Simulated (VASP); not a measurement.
# CdTe (Cmcm) in VASP: a series of runs

Runs on CdTe. Level: PBE. Tasks: density of states, electric field gradients.

Program: VASP 6.6.1. These are calculated values, not measurements. Logs are shortened: lines on timing, memory, paths and dates and some standing lists are left out, and cuts for length are marked.

## 1. The cell of the first run

The structure is orthorhombic, space group Cmcm (No. 63). The conventional cell has a = 6.131 Å, b = 6.189 Å, c = 6.091 Å, α = 90.00°, β = 90.00°, γ = 90.00°. Cd (site symmetry m2m) has 6 Te at 3.03 to 3.16 Å within 4.0 Å. Te (site symmetry m2m) has 6 Cd at 3.03 to 3.16 Å within 4.0 Å.

## 2. Density of states, PBE

POSCAR

```
CdTe
1.0
    3.0652910000     -3.0946090000      0.0000000000
    3.0652910000      3.0946090000      0.0000000000
    0.0000000000      0.0000000000      6.0906520000
Cd Te
2 2
Direct
    0.2770300000      0.7229700000      0.7500000000
    0.7229700000      0.2770300000      0.2500000000
    0.7661370000      0.2338630000      0.7500000000
    0.2338630000      0.7661370000      0.2500000000
```

INCAR.step1

```
ALGO = Normal
EDIFF = 1E-7
ENCUT = 520
GGA = PE
ISIF = 2
ISMEAR = -1
LASPH = True
LCHARG = True
LREAL = False
LWAVE = False
NBANDS = 26
NELM = 100
PREC = Accurate
SIGMA = 0.05
```

KPOINTS.step1

```
k-points
0
Gamma
  9 9 6
```

INCAR.step2

```
ALGO = Normal
EDIFF = 1E-7
ENCUT = 520
GGA = PE
ICHARG = 11
ISIF = 2
ISMEAR = -5
LASPH = True
LCHARG = False
LORBIT = 11
LREAL = False
LWAVE = False
NBANDS = 26
NEDOS = 2001
NELM = 100
PREC = Accurate
SIGMA = 0.05
```

KPOINTS.step2

```
k-points
0
Gamma
  14 14 9
```

Potentials or basis: VASP PAW PBE potentials, release 64 (Cd, Te).

Run with:

```console
$ cat potpaw_PBE.64/Cd/POTCAR potpaw_PBE.64/Te/POTCAR > POTCAR
$ cp INCAR.step1 INCAR
$ cp KPOINTS.step1 KPOINTS
$ mpirun -np 1 vasp_std > vasp.out
$ cp INCAR.step2 INCAR
$ cp KPOINTS.step2 KPOINTS
$ mpirun -np 1 vasp_std > vasp.out
```

OUTCAR:

```text
EDIFF = 1E-7
   ENCUT = 520
   GGA = PE
   ICHARG = 11
   ISIF = 2
   ISMEAR = -5
   LASPH = True
   LORBIT = 11
   LREAL = False
   NELM = 100
   PREC = Accurate

 ion  position               nearest neighbor table
   1  0.277  0.723  0.750-   3 3.03   4 3.06   4 3.06   3 3.07   3 3.07   3 3.16
   2  0.723  0.277  0.250-   4 3.03   3 3.06   3 3.06   4 3.07   4 3.07   4 3.16
   3  0.766  0.234  0.750-   1 3.03   2 3.06   2 3.06   1 3.07   1 3.07   1 3.16
   4  0.234  0.766  0.250-   2 3.03   1 3.06   1 3.06   2 3.07   2 3.07   2 3.16

  LATTYP: Found a base centered orthorhombic cell.
 ALAT       =     6.1305820000
 B/A-ratio  =     1.0095645079
 C/A-ratio  =     0.9934867522

  Lattice vectors:

 A1 = (   3.0652910000,  -3.0946090000,   0.0000000000)
 A2 = (   3.0652910000,   3.0946090000,   0.0000000000)
 A3 = (   0.0000000000,   0.0000000000,   6.0906520000)

Analysis of symmetry for initial positions (statically):
=====================================================================
 Subroutine PRICEL returns:
 Original cell was already a primitive cell.

 Routine SETGRP: Setting up the symmetry group for a
 base centered orthorhombic supercell.

 Subroutine GETGRP returns: Found  8 space group operations
 (whereof  4 operations were pure point group operations)
 out of a pool of  8 trial point group operations.

The static configuration has the point symmetry C_2h.
 The point group associated with its full space group is D_2h.

Analysis of symmetry for dynamics (positions and initial velocities):
=====================================================================
 Subroutine PRICEL returns:
 Original cell was already a primitive cell.

 Routine SETGRP: Setting up the symmetry group for a
 base centered orthorhombic supercell.

 Subroutine GETGRP returns: Found  8 space group operations
 (whereof  4 operations were pure point group operations)
 out of a pool of  8 trial point group operations.

The dynamic configuration has the point symmetry C_2h.
 The point group associated with its full space group is D_2h.

 Subroutine INISYM returns: Found  8 space group operations
 (whereof  4 operations are pure point group operations),
 and found     1 'primitive' translations

----------------------------------------------------------------------------------------

                                     Primitive cell

[... 97 lines left out ...]
   LREAL  =      F    real-space projection
   EDIFFG = 0.1E-05   stopping-criterion for IOM
   NSW    =      0    number of steps for IOM
   IBRION =     -1    ionic relax: 0-MD 1-quasi-New 2-CG
   NFREE  =      0    steps in history (QN), initial steepest desc. (CG)
   ISIF   =      2    stress and relaxation
   ISYM   =      2    0-nonsym 1-usesym 2-fastsym
   POTIM  = 0.5000    time-step for ionic-motion
   TEBEG  =    0.0;   TEEND  =   0.0 temperature during run
   PSTRESS=    0.0 pullay stress
   NELECT =      36.0000    total number of electrons
   NUPDOWN=      -1.0000    fix difference up-down
   EMIN   =  10.00;   EMAX   =-10.00  energy-range for DOS
   EFERMI =   0.00;   METHOD = LEGACY
   ISMEAR =    -5;   SIGMA  =   0.05  broadening in eV -4-tet -1-fermi 0-gaus
   EFERMI_NEDOS =   21; number of points for ismear=-14 and -15
   IALGO  =     38    algorithm
   IMIX   =      4    mixing-type and parameters
     AMIX     =   0.40;   BMIX     =  1.00
     AMIX_MAG =   1.60;   BMIX_MAG =  1.00
  volume/ion in A,a.u.               =      28.89       194.94
  Fermi-wavevector in a.u.,A,eV,Ry     =   1.109818  2.097253 16.758252  1.231697
  Thomas-Fermi vector in A             =   2.246363
   LORBIT       =     11    0 simple, 1 ext, 2 COOP (PROOUT), +10 PAW based schemes
   GGA     = PE    functional components
   LHFCALC =     F    Hartree Fock is set to
   AEXX    =    0.0000 exact exchange contribution
   IVDW    =     0    specifies the selected vdW correction
   LEPSILON=     F    determine dielectric tensor
   LRPA    =     F    only Hartree local field effects (RPA)
 non-spin polarized calculation
 Fermi weights with tetrahedron method with Bloechl corrections
  energy-cutoff  :      520.00
  volume of cell :      115.55
 maximum number of plane-waves:      3148

 number of electron      36.0000000 magnetization

 Free energy of the ion-electron system (eV)
  ---------------------------------------------------
  ext. energy  EPLUGINS =         0.00000000
  ---------------------------------------------------
  free energy    TOTEN  =        -8.89192696 eV

  energy without entropy =       -8.89192696  energy(sigma->0) =       -8.89192696

 E-fermi :   3.7200     XC(G=0):  -9.6460

 val. band max:        3.7669754877   @ k =   0.4286  -0.0000   0.1111
 cond. band min:       3.6592073418   @ k =   0.1429  -0.0000   0.0000
 fundamental gap:     -0.1077681459
 Fermi energy:         3.7200094807

 k-point     1 :       0.0000    0.0000    0.0000
  band No.  band energies     occupation
      1      -7.7105      2.00000
      2      -6.8954      2.00000
      3      -4.5012      2.00000
      4      -4.4909      2.00000
      5      -4.4760      2.00000
      6      -4.4503      2.00000
[... 685 lines left out ...]
     25      10.4451      0.00000
     26      11.1017      0.00000

 [... further k-points ...]
[... 5 lines left out ...]
  --------------------------------------------------------------------------------------
  -------------------------------------------------------------------------------------
  Total       -0.1951598     -0.2554328      0.0139353      0.0000000      0.0000000      0.0000000
  in kB       -2.7060113     -3.5417336      0.1932214      0.0000000      0.0000000      0.0000000
  external PRESSURE =      -2.0181745 kB  Pullay stress =       0.0000000 kB

 VOLUME and BASIS-vectors are now :
 -----------------------------------------------------------------------------
  energy-cutoff  :      520.00
  volume of cell :      115.55
      direct lattice vectors                 reciprocal lattice vectors
     3.065291000 -3.094609000  0.000000000     0.163116650 -0.161571300  0.000000000
     3.065291000  3.094609000  0.000000000     0.163116650  0.161571300  0.000000000
     0.000000000  0.000000000  6.090652000     0.000000000  0.000000000  0.164186035

 POSITION                                       TOTAL-FORCE (eV/Angst)
 -----------------------------------------------------------------------------------
      3.06529      1.38001      4.56799         0.000000      0.037286      0.000000
      3.06529     -1.38001      1.52266         0.000000     -0.037286     -0.000000
      3.06529     -1.64718      4.56799         0.000000      0.024640      0.000000
      3.06529      1.64718      1.52266         0.000000     -0.024640      0.000000
 -----------------------------------------------------------------------------------
    total drift:                                0.000000     -0.000000      0.000000

  FREE ENERGIE OF THE ION-ELECTRON SYSTEM (eV)
  ---------------------------------------------------
  free  energy   TOTEN  =        -8.8919269567 eV

  energy  without entropy=       -8.8919269567  energy(sigma->0) =       -8.89192696

 total charge

# of ion       s       p       d       tot
------------------------------------------
    1        0.445   0.227   9.542  10.214
    2        0.445   0.227   9.542  10.214
    3        1.377   1.985   0.020   3.382
    4        1.377   1.985   0.020   3.382
--------------------------------------------------
tot          3.643   4.423  19.125  27.192
```

OUTCAR.step1:

```text
EDIFF = 1E-7
   ENCUT = 520
   GGA = PE
   ISIF = 2
[... 928 lines left out ...]
      3.06529      1.38001      4.56799         0.000000      0.042908     -0.000000
      3.06529     -1.38001      1.52266         0.000000     -0.042908     -0.000000
      3.06529     -1.64718      4.56799         0.000000      0.031159      0.000000
      3.06529      1.64718      1.52266         0.000000     -0.031159     -0.000000
 -----------------------------------------------------------------------------------
    total drift:                                0.000000     -0.000000      0.000000

  FREE ENERGIE OF THE ION-ELECTRON SYSTEM (eV)
  ---------------------------------------------------
  free  energy   TOTEN  =        -8.8955115663 eV

  energy  without entropy=       -8.8781071519  energy(sigma->0) =       -8.88680936
```

OSZICAR.step1:

```text
N       E                     dE             d eps       ncg     rms          rms(c)
DAV:   1     0.223622234195E+03    0.22362E+03   -0.16468E+04  5200   0.123E+03
DAV:   2     0.100786068711E+01   -0.22261E+03   -0.21537E+03  5692   0.297E+02
DAV:   3    -0.930659106166E+01   -0.10314E+02   -0.10210E+02  6268   0.647E+01
DAV:   4    -0.941861590619E+01   -0.11202E+00   -0.11193E+00  6414   0.573E+00
DAV:   5    -0.942007279511E+01   -0.14569E-02   -0.14569E-02  6042   0.613E-01    0.750E+00
DAV:   6    -0.891773057510E+01    0.50234E+00   -0.98049E-01  5444   0.889E+00    0.624E+00
DAV:   7    -0.889604963230E+01    0.21681E-01   -0.25625E-01  5728   0.257E+00    0.230E+00
DAV:   8    -0.889545870708E+01    0.59093E-03   -0.19283E-02  5458   0.135E+00    0.625E-01
DAV:   9    -0.889552532818E+01   -0.66621E-04   -0.28145E-03  5912   0.432E-01    0.103E-01
DAV:  10    -0.889549387487E+01    0.31453E-04   -0.22148E-04  5614   0.149E-01    0.465E-02
DAV:  11    -0.889552104498E+01   -0.27170E-04   -0.12119E-04  5548   0.806E-02    0.494E-02
DAV:  12    -0.889551246258E+01    0.85824E-05   -0.37597E-05  5398   0.547E-02    0.147E-02
DAV:  13    -0.889551462942E+01   -0.21668E-05   -0.28464E-06  5472   0.120E-02    0.394E-02
DAV:  14    -0.889551149364E+01    0.31358E-05   -0.21434E-06  5442   0.758E-03    0.376E-03
DAV:  15    -0.889551156628E+01   -0.72636E-07   -0.15658E-07  5122   0.226E-03
   1 F= -.88955116E+01 E0= -.88868094E+01  d E =-.174044E-01
```

It took 5.6 min on 1 thread of Intel Xeon Platinum 8488C (Sapphire Rapids), shared host; peak memory 0.77 GiB.

What came out:

* Valence electrons inside the program's atomic spheres: Cd 10.21; Te 3.38

Caveat: spin-orbit coupling is left out, which moves the levels of the heavy elements; tetrahedron occupations give inexact forces and stress in metals.

## 3. Electric field gradients, PBE

INCAR

```
SYSTEM = CdTe
PREC = Accurate
ENCUT = 520
EDIFF = 1E-8
ISMEAR = -1
SIGMA = 0.05
LREAL = .FALSE.
LASPH = .TRUE.
NELM = 100
ALGO = Normal
ISIF = 2
LWAVE = .FALSE.
LCHARG = .FALSE.
GGA = PE
LEFG = .TRUE.
NBANDS = 26
```

KPOINTS

```
Automatic mesh
0
G
  9 9 6
  0 0 0
```

POSCAR is that of step 2.

Potentials or basis: VASP PAW PBE potentials, release 64 (Cd, Te).

Run with:

```console
$ cat potpaw_PBE.64/Cd/POTCAR potpaw_PBE.64/Te/POTCAR > POTCAR
$ mpirun -np 1 vasp_std > vasp.out
```

OUTCAR:

```text
SYSTEM = CdTe
   PREC = Accurate
   ENCUT = 520
   EDIFF = 1E-8
   ISMEAR = -1
   LREAL = .FALSE.
   LASPH = .TRUE.
   NELM = 100
   ISIF = 2
   GGA = PE

 ion  position               nearest neighbor table
   1  0.277  0.723  0.750-   3 3.03   4 3.06   4 3.06   3 3.07   3 3.07   3 3.16
   2  0.723  0.277  0.250-   4 3.03   3 3.06   3 3.06   4 3.07   4 3.07   4 3.16
   3  0.766  0.234  0.750-   1 3.03   2 3.06   2 3.06   1 3.07   1 3.07   1 3.16
   4  0.234  0.766  0.250-   2 3.03   1 3.06   1 3.06   2 3.07   2 3.07   2 3.16

  LATTYP: Found a base centered orthorhombic cell.
 ALAT       =     6.1305820000
 B/A-ratio  =     1.0095645079
 C/A-ratio  =     0.9934867522

  Lattice vectors:
[... 925 lines left out ...]
 ion       V_xx      V_yy      V_zz      V_xy      V_xz      V_yz
---------------------------------------------------------------------
   1      -0.450     5.114    -4.664     0.000    -0.000     0.000
   2      -0.450     5.114    -4.664     0.000    -0.000     0.000
   3       6.912    -8.800     1.888     0.000     0.000     0.000
   4       6.912    -8.800     1.888    -0.000     0.000     0.000
---------------------------------------------------------------------

 Electric field gradients after diagonalization (V/A^2)
 (convention: |V_zz| > |V_xx| > |V_yy|)
----------------------------------------------------------------------
 ion       V_xx      V_yy      V_zz     asymmetry (V_yy - V_xx)/ V_zz
----------------------------------------------------------------------
   1      -4.664    -0.450     5.114       0.824
   2      -4.664    -0.450     5.114       0.824
   3       6.912     1.888    -8.800       0.571
   4       6.912     1.888    -8.800       0.571
----------------------------------------------------------------------

           NMR quadrupolar parameters

 Cq : quadrupolar parameter    Cq=e*Q*V_zz/h
 eta: asymmetry parameters     (V_yy - V_xx)/ V_zz
 Q  : nuclear electric quadrupole moment in mb (millibarn)
----------------------------------------------------------------------
 ion       Cq(MHz)       eta       Q (mb)
----------------------------------------------------------------------
   1       0.012       0.824       1.000
   2       0.012       0.824       1.000
   3      -0.021       0.571       1.000
   4      -0.021       0.571       1.000
----------------------------------------------------------------------
```

stdout:

```text
POSCAR found type information on POSCAR CdTe
 POSCAR found :  2 types and       4 ions
 scaLAPACK will be used
 LDA part: xc-table for (Slater+PW92), standard interpolation
 POSCAR, INCAR and KPOINTS ok, starting setup
 FFT: planning ... GRIDC
 FFT: planning ... GRID_SOFT
 FFT: planning ... GRID
 WAVECAR not read
 entering main loop
ion   1

ion   2

ion   3

ion   4
```

It took 3.3 min on 1 thread of Intel Xeon Platinum 8488C (Sapphire Rapids), shared host; peak memory 0.41 GiB.

Results:

- Free energy: -8.8955 eV
- Pressure: -0.1 GPa
- Largest force: 0.043 eV/Å
- Band gap on the k mesh: zero (band 18 reaches 3.85 eV, above the bottom of band 19 at 2.69 eV)

Forces on the atoms (eV/Å):
```
Cd   0.000  0.043  0.000
Cd   0.000 -0.043  0.000
Te   0.000  0.031  0.000
Te   0.000 -0.031  0.000
```

Stress tensor (GPa, compression positive):
```
-0.21  0.00  0.00
 0.00 -0.27  0.00
 0.00  0.00  0.15
```

Electric field gradients, principal values (V/Å²):
```tsv
atom	least	middle	greatest (by size)
1 Cd	-0.450	-4.664	5.114
2 Cd	-0.450	-4.664	5.114
3 Te	1.888	6.912	-8.800
4 Te	1.888	6.912	-8.800
```

Caveat: without QUAD_EFG the Cq values of the log hold for a quadrupole moment of 1 mb, not for the nuclei; spin-orbit coupling is left out, which moves the levels of the heavy elements.
